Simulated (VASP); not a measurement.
# CdS in VASP: notebook, part 2 of 2

VASP 6.6.1. Earlier steps stand in the parts before.

### Step 4. Single point, PBE

This run uses another cell than the first one, of 282.27 Å³/atom, 2.037 times its volume.

File INCAR:

```
ALGO     = Normal         # electronic algorithm
DIPOL    = 0.5 0.5 0.299
EDIFF    = 1E-6           # SCF threshold, eV
ENCUT    = 520            # plane-wave cutoff, eV
GGA      = PE             # functional
IDIPOL   = 3            
ISIF     = 2              # what is computed and relaxed
ISMEAR   = 0              # smearing method
LASPH    = T              # aspherical terms in the spheres
LCHARG   = F              # write CHGCAR
LDIPOL   = T            
LREAL    = F              # projectors in reciprocal space
LWAVE    = F              # write WAVECAR
NBANDS   = 16             # bands
NELM     = 100            # most SCF steps
PREC     = Accurate       # precision mode
SIGMA    = 0.1            # smearing width, eV
```

File KPOINTS:

```
k-points
0
Gamma
  4 4 1
```

File POSCAR:

```
CdS
1.0
    4.8124382240      0.0000000000      0.0000000000
    0.0000000000      4.3865950570      0.0000000000
    0.0000000000      0.0000000000     26.7429536000
Cd S
1 1
Direct
    0.5000000000      0.0000000000      0.3139923525
    0.5000000000      0.5000000000      0.2842960878
```

Potentials or basis: VASP PAW PBE potentials, release 64 (Cd, S).

Started as:

```
$ cat potpaw_PBE.64/Cd/POTCAR potpaw_PBE.64/S/POTCAR > POTCAR
$ mpirun -np 1 vasp_std > vasp.out
```

OUTCAR:

```text
EDIFF = 1E-6
   ENCUT = 520
   GGA = PE
   ISIF = 2
   ISMEAR = 0
   LASPH = T
   LREAL = F
   NELM = 100
   PREC = Accurate

 ion  position               nearest neighbor table
   1  0.500  0.000  0.314-   2 2.33   2 2.33
   2  0.500  0.500  0.284-   1 2.33   1 2.33

  LATTYP: Found a simple orthorhombic cell.
 ALAT       =     4.3865950570
 B/A-ratio  =     1.0970782945
 C/A-ratio  =     6.0965175159

  Lattice vectors:

 A1 = (   0.0000000000,  -4.3865950570,   0.0000000000)
 A2 = (   4.8124382240,   0.0000000000,   0.0000000000)
 A3 = (   0.0000000000,   0.0000000000,  26.7429536000)

Analysis of symmetry for initial positions (statically):
=====================================================================
 Subroutine PRICEL returns:
 Original cell was already a primitive cell.

 Routine SETGRP: Setting up the symmetry group for a
 simple orthorhombic supercell.

 Subroutine GETGRP returns: Found  4 space group operations
 (whereof  4 operations were pure point group operations)
 out of a pool of  8 trial point group operations.

The static configuration has the point symmetry C_2v.

Analysis of symmetry for dynamics (positions and initial velocities):
=====================================================================
 Subroutine PRICEL returns:
 Original cell was already a primitive cell.

 Routine SETGRP: Setting up the symmetry group for a
 simple orthorhombic supercell.

 Subroutine GETGRP returns: Found  4 space group operations
 (whereof  4 operations were pure point group operations)
 out of a pool of  8 trial point group operations.

The dynamic configuration has the point symmetry C_2v.

 Subroutine INISYM returns: Found  4 space group operations
 (whereof  4 operations are pure point group operations),
 and found     1 'primitive' translations

----------------------------------------------------------------------------------------
[... 102 lines left out ...]
   GGA     = PE    functional components
   LHFCALC =     F    Hartree Fock is set to
   AEXX    =    0.0000 exact exchange contribution
   IVDW    =     0    specifies the selected vdW correction
   LEPSILON=     F    determine dielectric tensor
   LRPA    =     F    only Hartree local field effects (RPA)
 non-spin polarized calculation
 Gauss-broadening in eV      SIGMA  =   0.10
  energy-cutoff  :      520.00
  volume of cell :      564.55
 maximum number of plane-waves:     15270
 NGX is ok and might be reduce to    36
   NGX = 17   NGY = 17   NGZ = 99

 dipolmoment           0.000000      0.000000      0.000003 electrons x Angstroem

 number of electron      18.0000002 magnetization

 dipolmoment           0.000000      0.000000     -0.211458 electrons x Angstroem

 Free energy of the ion-electron system (eV)
  ---------------------------------------------------
  ext. energy  EPLUGINS =         0.00000000
  ---------------------------------------------------
  free energy    TOTEN  =        -4.62761738 eV

  energy without entropy =       -4.62761738  energy(sigma->0) =       -4.62761738

 E-fermi :  -4.2416     XC(G=0):  -1.3333

 val. band max:       -4.6857570499   @ k =   0.0000   0.5000   0.0000
 cond. band min:      -3.2223442697   @ k =   0.0000   0.0000   0.0000
 fundamental gap:      1.4634127803
 Fermi energy:        -4.2415958778

 k-point     1 :       0.0000    0.0000    0.0000
  band No.  band energies     occupation
      1     -16.6413      2.00000
      2     -13.0472      2.00000
      3     -12.7077      2.00000
      4     -12.6786      2.00000
      5     -12.6466      2.00000
      6     -12.1850      2.00000
[... 148 lines left out ...]
      3     -12.7509      2.00000
      4     -12.6768      2.00000
      5     -12.6766      2.00000
      6     -12.4288      2.00000
[... 8 lines left out ...]
     15       3.0038      0.00000
     16       3.3236      0.00000

------------------------ aborting loop because EDIFF is reached ----------------------------------------

 vacuum level on the upper side and lower side of the slab       (xc-potential included)        -0.894         0.882

  FORCE on cell =-STRESS in cart. coord.  units (eV):
  Direction    XX          YY          ZZ          XY          YZ          ZX
  --------------------------------------------------------------------------------------
  -------------------------------------------------------------------------------------
  Total        0.1536194      0.2968571      0.0429547      0.0000000      0.0000000      0.0000000
  in kB        0.4359681      0.8424730      0.1219044      0.0000000      0.0000000      0.0000000
  external PRESSURE =       0.4667818 kB  Pullay stress =       0.0000000 kB

 VOLUME and BASIS-vectors are now :
 -----------------------------------------------------------------------------
  energy-cutoff  :      520.00
  volume of cell :      564.55
      direct lattice vectors                 reciprocal lattice vectors
     4.812438224  0.000000000  0.000000000     0.207794875  0.000000000  0.000000000
     0.000000000  4.386595057  0.000000000     0.000000000  0.227967247  0.000000000
     0.000000000  0.000000000 26.742953600     0.000000000  0.000000000  0.037393028

 POSITION                                       TOTAL-FORCE (eV/Angst)
 -----------------------------------------------------------------------------------
      2.40622      0.00000      8.39708         0.000000      0.000000      0.053474
      2.40622      2.19330      7.60292         0.000000      0.000000     -0.053474
 -----------------------------------------------------------------------------------
    total drift:                                0.000000     -0.000000     -0.000646

  FREE ENERGIE OF THE ION-ELECTRON SYSTEM (eV)
  ---------------------------------------------------
  free  energy   TOTEN  =        -4.6276173830 eV

  energy  without entropy=       -4.6276173830  energy(sigma->0) =       -4.62761738

 vacuum level on the upper side and lower side of the slab        -0.340         1.473
```

OSZICAR:

```text
N       E                     dE             d eps       ncg     rms          rms(c)
DAV:   1     0.154319866261E+03    0.15432E+03   -0.45490E+03   288   0.699E+02
DAV:   2     0.125465427661E+02   -0.14177E+03   -0.12944E+03   440   0.161E+02
DAV:   3    -0.547021317724E+01   -0.18017E+02   -0.17890E+02   304   0.774E+01
[... 15 lines left out ...]
DAV:  19    -0.462760323087E+01   -0.17703E-04   -0.47589E-07   296   0.258E-03    0.109E-03
DAV:  20    -0.462761033664E+01   -0.71058E-05   -0.18290E-07   240   0.129E-03    0.399E-04
DAV:  21    -0.462761488322E+01   -0.45466E-05   -0.11944E-07   256   0.844E-04    0.462E-04
DAV:  22    -0.462761651852E+01   -0.16353E-05   -0.34063E-08   256   0.456E-04    0.175E-04
DAV:  23    -0.462761738297E+01   -0.86445E-06   -0.13670E-08   232   0.287E-04
   1 F= -.46276174E+01 E0= -.46276174E+01  d E =-.954071E-11
```

stdout:

```text
POSCAR found type information on POSCAR CdS
 POSCAR found :  2 types and       2 ions
 scaLAPACK will be used
 LDA part: xc-table for (Slater+PW92), standard interpolation
 POSCAR, INCAR and KPOINTS ok, starting setup
 FFT: planning ... GRIDC
 FFT: planning ... GRID_SOFT
 FFT: planning ... GRID
 WAVECAR not read
 entering main loop
```

Run time: 62 s. Hardware: 1 thread of Intel Xeon 6975P-C (Granite Rapids), shared host; peak memory 0.55 GiB.

Results:

| Item | Value |
| --- | --- |
| Free energy | -4.6276 eV |
| Largest force | 0.053 eV/Å |
| Band gap on the k mesh | 1.46 eV, indirect (least direct gap 2.14 eV) |

Forces on the atoms (eV/Å):
```
Cd   0.000  0.000  0.053
S    0.000  0.000 -0.053
```
